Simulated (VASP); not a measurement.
Input of a VASP 6.6.1 run:

Contents of INCAR:

```
PREC = Accurate ; ENCUT = 520
EDIFF = 1E-6 ; ISMEAR = -1
SIGMA = 0.08 ; LREAL = F
LASPH = T ; NELM = 100
ALGO = Normal ; ISIF = 2
LWAVE = F ; LCHARG = T
LELF = T ; LVHAR = T
NBANDS = 20
```

The input KPOINTS:

```
regular mesh
0
Gamma
  11 11 11
```

Contents of POSCAR:

```
TaBi
1.0
    0.0000000000      2.1845178549      2.1845178549
    2.1845178549      0.0000000000      2.1845178549
    2.1845178549      2.1845178549      0.0000000000
Ta Bi
1 1
Direct
    0.0000000000      0.0000000000      0.0000000000
    0.5000000000      0.5000000000      0.5000000000
```

Potentials or basis: VASP PAW LDA potentials, release 64 (Ta_pv, Bi_d).

Run with:

```console
$ cat potpaw_LDA.64/Ta_pv/POTCAR potpaw_LDA.64/Bi_d/POTCAR > POTCAR
$ mpirun -np 1 vasp_std > vasp.out
```

Problem. Predict the pressure.

Solution. 552.4 GPa.

Problem. What does it give for the band gap on the k mesh?

Solution. Zero (band 13 reaches 23.18 eV, above the bottom of band 14 at 20.52 eV).

Caveat: spin-orbit coupling is left out, which moves the levels of the heavy elements.
